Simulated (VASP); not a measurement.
# BiRu (rocksalt type) (Fm-3m) in VASP: further runs

Runs on BiRu (rocksalt type). Level: LDA. Tasks: single point.

Everything below comes from runs of VASP 6.6.1. Logs are shortened: lines on timing, memory, paths and dates and some standing lists are left out, and cuts for length are marked.

### Step 1. The cell of the first run

Symmetry: Fm-3m, No. 225, cubic system. Conventional cell: a = 4.306 Å, b = 4.306 Å, c = 4.306 Å, α = 90.00°, β = 90.00°, γ = 90.00°. Within 2.8 Å of Ru (site symmetry m-3m) lie 6 Bi at 2.15 Å. Within 2.8 Å of Bi (site symmetry m-3m) lie 6 Ru at 2.15 Å.

### Step 2. Single point, LDA (9.98 Å³/atom)

Contents of INCAR:

```
PREC     = Accurate       # precision mode
ENCUT    = 520            # plane-wave cutoff, eV
EDIFF    = 1E-6           # SCF threshold, eV
ISMEAR   = -1             # smearing method
SIGMA    = 0.08           # smearing width, eV
LREAL    = False          # projectors in reciprocal space
LASPH    = True           # aspherical terms in the spheres
NELM     = 80             # most SCF steps
ALGO     = Normal         # electronic algorithm
ISIF     = 2              # what is computed and relaxed
LWAVE    = False          # write WAVECAR
LCHARG   = True           # write CHGCAR
GGA      = CA             # functional
LELF     = True           # ELF
LVHAR    = True         
NBANDS   = 22             # bands
```

Contents of KPOINTS:

```
Automatic mesh
0
Gamma
  13 13 13
```

Contents of POSCAR:

```
BiRu
1.0
    0.0000000000      2.1529457473      2.1529457473
    2.1529457473      0.0000000000      2.1529457473
    2.1529457473      2.1529457473      0.0000000000
Ru Bi
1 1
Direct
    0.0000000000      0.0000000000      0.0000000000
    0.5000000000      0.5000000000      0.5000000000
```

Potentials or basis: VASP PAW LDA potentials, release 64 (Ru_pv, Bi_d).

Started as:

```sh
$ cat potpaw_LDA.64/Ru_pv/POTCAR potpaw_LDA.64/Bi_d/POTCAR > POTCAR
$ mpirun -np 1 vasp_std > vasp.out
```

OUTCAR:

```text
PREC = Accurate
   ENCUT = 520
   EDIFF = 1E-6
   ISMEAR = -1
   LREAL = False
   LASPH = True
   NELM = 80
   ISIF = 2
   GGA = CA

 ion  position               nearest neighbor table
   1  0.000  0.000  0.000-   2 2.15   2 2.15   2 2.15   2 2.15   2 2.15   2 2.15
   2  0.500  0.500  0.500-   1 2.15   1 2.15   1 2.15   1 2.15   1 2.15   1 2.15

  LATTYP: Found a face centered cubic cell.
 ALAT       =     4.3058914946

  Lattice vectors:

 A1 = (   0.0000000000,   2.1529457473,   2.1529457473)
 A2 = (   2.1529457473,   0.0000000000,   2.1529457473)
 A3 = (   2.1529457473,   2.1529457473,   0.0000000000)

Analysis of symmetry for initial positions (statically):
=====================================================================
 Subroutine PRICEL returns:
 Original cell was already a primitive cell.

 Routine SETGRP: Setting up the symmetry group for a
 face centered cubic supercell.

 Subroutine GETGRP returns: Found 48 space group operations
 (whereof 48 operations were pure point group operations)
 out of a pool of 48 trial point group operations.

The static configuration has the point symmetry O_h .

Analysis of symmetry for dynamics (positions and initial velocities):
=====================================================================
 Subroutine PRICEL returns:
 Original cell was already a primitive cell.

 Routine SETGRP: Setting up the symmetry group for a
 face centered cubic supercell.

 Subroutine GETGRP returns: Found 48 space group operations
 (whereof 48 operations were pure point group operations)
 out of a pool of 48 trial point group operations.

The dynamic configuration has the point symmetry O_h .

 Subroutine INISYM returns: Found 48 space group operations
 (whereof 48 operations are pure point group operations),
 and found     1 'primitive' translations

----------------------------------------------------------------------------------------

                                     Primitive cell

  volume of cell :      19.9586

  direct lattice vectors                    reciprocal lattice vectors
     0.000000000  2.152945747  2.152945747    -0.232239944  0.232239944  0.232239944
     2.152945747  0.000000000  2.152945747     0.232239944 -0.232239944  0.232239944
     2.152945747  2.152945747  0.000000000     0.232239944  0.232239944 -0.232239944

  length of vectors
     3.044725075  3.044725075  3.044725075     0.402251383  0.402251383  0.402251383

  position of ions in fractional coordinates (direct lattice)
     0.000000000  0.000000000  0.000000000
     0.500000000  0.500000000  0.500000000

  ion indices of the primitive-cell ions
   primitive index   ion index
                 1           1
                 2           2

----------------------------------------------------------------------------------------

 KPOINTS: Automatic mesh

Automatic generation of k-mesh.
 Grid dimensions read from file:
 generate k-points for:   13   13   13

 Generating k-lattice:

  Cartesian coordinates                     Fractional coordinates (reciprocal lattice)
    -0.017864611  0.017864611  0.017864611     0.076923077  0.000000000  0.000000000
     0.017864611 -0.017864611  0.017864611     0.000000000  0.076923077  0.000000000
     0.017864611  0.017864611 -0.017864611     0.000000000  0.000000000  0.076923077

  Length of vectors
     0.030942414  0.030942414  0.030942414

  Shift w.r.t. Gamma in fractional coordinates (k-lattice)
     0.000000000  0.000000000  0.000000000

 Subroutine IBZKPT returns following result:
 ===========================================

 Found     84 irreducible k-points:

 Following reciprocal coordinates:
            Coordinates               Weight
  0.000000  0.000000  0.000000      1.000000
  0.076923  0.000000  0.000000      8.000000
  0.153846  0.000000  0.000000      8.000000
  0.230769  0.000000  0.000000      8.000000
  0.307692  0.000000  0.000000      8.000000
  0.384615  0.000000  0.000000      8.000000
[... 16 lines left out ...]
  0.384615  0.153846  0.000000     24.000000
  0.461538  0.153846  0.000000     24.000000
 [... further k-points ...]
   k-points           NKPTS =     84   k-points in BZ     NKDIM =     84   number of bands    NBANDS=     22
   number of dos      NEDOS =    301   number of ions     NIONS =      2
   total plane-waves  NPLWV =  13824
   dimension x,y,z NGX =    24 NGY =   24 NGZ =   24
   dimension x,y,z NGXF=    48 NGYF=   48 NGZF=   48
   ions per type =               1   1
   NGX,Y,Z   is equivalent  to a cutoff of  13.10, 13.10, 13.10 a.u.
   NGXF,Y,Z  is equivalent  to a cutoff of  26.21, 26.21, 26.21 a.u.
 SYSTEM =  unknown system
   PREC   = accura    normal or accurate (medium, high low for compatibility)
   ISTART =      0    job   : 0-new  1-cont  2-samecut
   ICHARG =      2    charge: 1-file 2-atom 10-const
   ISPIN  =      1    spin polarized calculation?
   LNONCOLLINEAR =      F non collinear calculations
   LSORBIT =      F    spin-orbit coupling
   LASPH  =      T    aspherical Exc in radial PAW
   ENCUT  =  520.0 eV  38.22 Ry    6.18 a.u.   5.66  5.66  5.66*2*pi/ulx,y,z
   NELM   =     80;   NELMIN=  2; NELMDL= -5     # of ELM steps
   EDIFF  = 0.1E-05   stopping-criterion for ELM
   LREAL  =      F    real-space projection
   EDIFFG = 0.1E-04   stopping-criterion for IOM
   NSW    =      0    number of steps for IOM
   IBRION =     -1    ionic relax: 0-MD 1-quasi-New 2-CG
   NFREE  =      0    steps in history (QN), initial steepest desc. (CG)
   ISIF   =      2    stress and relaxation
   ISYM   =      2    0-nonsym 1-usesym 2-fastsym
   POTIM  = 0.5000    time-step for ionic-motion
   TEBEG  =    0.0;   TEEND  =   0.0 temperature during run
   PSTRESS=    0.0 pullay stress
   NELECT =      29.0000    total number of electrons
   NUPDOWN=      -1.0000    fix difference up-down
   EMIN   =  10.00;   EMAX   =-10.00  energy-range for DOS
   EFERMI =   0.00;   METHOD = LEGACY
   ISMEAR =    -1;   SIGMA  =   0.08  broadening in eV -4-tet -1-fermi 0-gaus
   EFERMI_NEDOS =   21; number of points for ismear=-14 and -15
   IALGO  =     38    algorithm
   IMIX   =      4    mixing-type and parameters
     AMIX     =   0.40;   BMIX     =  1.00
     AMIX_MAG =   1.60;   BMIX_MAG =  1.00
  volume/ion in A,a.u.               =       9.98        67.34
  Fermi-wavevector in a.u.,A,eV,Ry     =   1.854233  3.503993 46.779302  3.438182
  Thomas-Fermi vector in A             =   2.903595
   LORBIT       =      0    0 simple, 1 ext, 2 COOP (PROOUT), +10 PAW based schemes
   GGA     = CA    functional components
   LHFCALC =     F    Hartree Fock is set to
   AEXX    =    0.0000 exact exchange contribution
   IVDW    =     0    specifies the selected vdW correction
   LEPSILON=     F    determine dielectric tensor
   LRPA    =     F    only Hartree local field effects (RPA)
 non-spin polarized calculation
  energy-cutoff  :      520.00
  volume of cell :       19.96
 maximum number of plane-waves:       550
   NGX = 11   NGY = 11   NGZ = 11

 number of electron      29.0000005 magnetization

 Free energy of the ion-electron system (eV)
  ---------------------------------------------------
  ext. energy  EPLUGINS =         0.00000000
  ---------------------------------------------------
  free energy    TOTEN  =         3.50713943 eV

  energy without entropy =        3.51358317  energy(sigma->0) =        3.51036130

 E-fermi :  26.2489     XC(G=0): -16.5732

 val. band max:       26.1669224950   @ k =  -0.4615   0.4615   0.0000
 cond. band min:      26.3051142830   @ k =  -0.3077   0.2308   0.0769
 fundamental gap:      0.1381917881
 Fermi energy:        26.2488637833

 k-point     1 :       0.0000    0.0000    0.0000
  band No.  band energies     occupation
      1     -18.0803      2.00000
      2     -18.0803      2.00000
      3     -18.0803      2.00000
      4      -1.1793      2.00000
      5      -1.1793      2.00000
      6      -0.6365      2.00000
[... 14 lines left out ...]
     21      41.3684      0.00000
     22      41.3684      0.00000

 k-point     2 :       0.0769    0.0000    0.0000
  band No.  band energies     occupation
      1     -18.1230      2.00000
      2     -18.1010      2.00000
      3     -18.1010      2.00000
      4      -1.0969      2.00000
      5      -1.0969      2.00000
      6      -0.6152      2.00000
[... 14 lines left out ...]
     21      41.1624      0.00000
     22      41.1624      0.00000

 k-point     3 :       0.1538    0.0000    0.0000
  band No.  band energies     occupation
      1     -18.2397      2.00000
      2     -18.1577      2.00000
      3     -18.1577      2.00000
      4      -0.8654      2.00000
      5      -0.8654      2.00000
      6      -0.5535      2.00000
[... 14 lines left out ...]
     21      40.4882      0.00000
     22      40.4882      0.00000

 k-point     4 :       0.2308    0.0000    0.0000
  band No.  band energies     occupation
      1     -18.4004      2.00000
      2     -18.2364      2.00000
      3     -18.2364      2.00000
      4      -0.5329      2.00000
      5      -0.5329      2.00000
      6      -0.4593      2.00000
[... 14 lines left out ...]
     21      39.4375      0.00000
     22      39.4375      0.00000

 k-point     5 :       0.3077    0.0000    0.0000
  band No.  band energies     occupation
      1     -18.5664      2.00000
      2     -18.3184      2.00000
      3     -18.3184      2.00000
      4      -0.3498      2.00000
      5      -0.2215      2.00000
      6      -0.2215      2.00000
[... 14 lines left out ...]
     21      38.3469      0.00000
     22      38.3469      0.00000

 k-point     6 :       0.3846    0.0000    0.0000
  band No.  band energies     occupation
      1     -18.7006      2.00000
      2     -18.3852      2.00000
      3     -18.3852      2.00000
      4      -0.2509      2.00000
      5      -0.0567      2.00000
      6      -0.0567      2.00000
[... 14 lines left out ...]
     21      38.2439      0.00000
     22      38.2439      0.00000

 k-point     7 :       0.4615    0.0000    0.0000
  band No.  band energies     occupation
      1     -18.7751      2.00000
      2     -18.4224      2.00000
      3     -18.4224      2.00000
      4      -0.1915      2.00000
      5       0.0272      2.00000
      6       0.0272      2.00000
[... 324 lines left out ...]
      6      -0.5916      2.00000
[... 14 lines left out ...]
     21      41.0503      0.00000
     22      41.0503      0.00000

 k-point    21 :       0.2308    0.1538    0.0000
  band No.  band energies     occupation
      1     -18.4562      2.00000
      2     -18.1708      2.00000
      3     -18.1618      2.00000
      4      -0.9726      2.00000
      5      -0.7759      2.00000
      6      -0.3628      2.00000
[... 14 lines left out ...]
     21      40.7172      0.00000
     22      40.7282      0.00000

 k-point    22 :       0.3077    0.1538    0.0000
  band No.  band energies     occupation
      1     -18.5512      2.00000
      2     -18.2548      2.00000
      3     -18.2242      2.00000
      4      -0.7224      2.00000
      5      -0.7108      2.00000
      6      -0.1227      2.00000
[... 14 lines left out ...]
     21      40.0055      0.00000
     22      40.0659      0.00000

 k-point    23 :       0.3846    0.1538    0.0000
  band No.  band energies     occupation
      1     -18.6257      2.00000
      2     -18.3479      2.00000
      3     -18.2975      2.00000
      4      -0.5766      2.00000
      5      -0.3907      2.00000
      6       0.0045      2.00000
[... 14 lines left out ...]
     21      39.7197      0.00000
     22      41.2944      0.00000

 k-point    24 :       0.4615    0.1538    0.0000
  band No.  band energies     occupation
      1     -18.6777      2.00000
      2     -18.4143      2.00000
      3     -18.3646      2.00000
      4      -0.4034      2.00000
      5      -0.0614      2.00000
      6       0.0341      2.00000
[... 14 lines left out ...]
     21      40.1643      0.00000
     22      42.0950      0.00000

 [... further k-points ...]

------------------------ aborting loop because EDIFF is reached ----------------------------------------

  FORCE on cell =-STRESS in cart. coord.  units (eV):
  Direction    XX          YY          ZZ          XY          YZ          ZX
  --------------------------------------------------------------------------------------
  -------------------------------------------------------------------------------------
  Total       67.0457905     67.0457905     67.0457905      0.0000000      0.0000000     -0.0000000
  in kB     5382.1134017   5382.1134017   5382.1134017      0.0000000      0.0000000     -0.0000000
  external PRESSURE =    5382.1134017 kB  Pullay stress =       0.0000000 kB

 VOLUME and BASIS-vectors are now :
 -----------------------------------------------------------------------------
  energy-cutoff  :      520.00
  volume of cell :       19.96
      direct lattice vectors                 reciprocal lattice vectors
     0.000000000  2.152945747  2.152945747    -0.232239944  0.232239944  0.232239944
     2.152945747  0.000000000  2.152945747     0.232239944 -0.232239944  0.232239944
     2.152945747  2.152945747  0.000000000     0.232239944  0.232239944 -0.232239944

 POSITION                                       TOTAL-FORCE (eV/Angst)
 -----------------------------------------------------------------------------------
      0.00000      0.00000      0.00000         0.000000      0.000000      0.000000
      2.15295      2.15295      2.15295         0.000000      0.000000      0.000000
 -----------------------------------------------------------------------------------
    total drift:                                0.000000     -0.000000     -0.000000

  FREE ENERGIE OF THE ION-ELECTRON SYSTEM (eV)
  ---------------------------------------------------
  free  energy   TOTEN  =         3.5071394329 eV

  energy  without entropy=        3.5135831671  energy(sigma->0) =        3.51036130
```

It took 42 s on 1 thread of AMD EPYC 7R43 (Zen 3), shared host; peak memory 0.11 GiB.

Results:

```yaml
Free_energy: 3.5071 eV
Pressure: 538.2 GPa
Band_gap_on_the_k_mesh: zero (an odd number of electrons rules out a gap without spin polarisation)
```

Caveat: the cell stands under pressure; spin-orbit coupling is left out, which moves the levels of the heavy elements.

[end of part 1 of 2]

The gap in the log of VASP goes by the Fermi energy; the results here count the filled bands.